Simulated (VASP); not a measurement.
Runs of VASP 6.6.1 on P. The structure is that of space group Cmce (No. 64), or close to it. The cells are those of the table. 

```csv
cell,gap on the mesh (eV),pressure (GPa),largest force (eV/Å)
"a = 5.487, b = 5.487, c = 4.071 Å, angles 90.0, 90.0, 144.3°, 4 atoms",none,-0.4,0.41
"a = 5.325, b = 5.325, c = 4.323 Å, angles 90.0, 90.0, 144.3°, 4 atoms",none,0.3,0.44
"a = 5.325, b = 5.325, c = 4.260 Å, angles 90.0, 90.0, 144.3°, 4 atoms",none,(a),0.29
"a = 5.406, b = 5.406, c = 4.134 Å, angles 90.0, 90.0, 144.3°, 4 atoms",none,1.2,0.19
```

Alike in all rows: task single point; level PBEsol; potentials or basis VASP PAW PBE potentials, release 64 (P); no spin polarisation; k mesh 16 × 16 × 12; cutoff (eV) 520; smearing gaussian 0.15 eV.

Problem. Fill in the values left out.

Solution. (a) 1.5.

Caveats: the PAW data sets were made with another functional, which shifts forces and pressure a little; the stress differs along the axes, from -3 to 2 GPa (at least some runs).

A gap of «none» marks levels without a gap at the run's occupations.
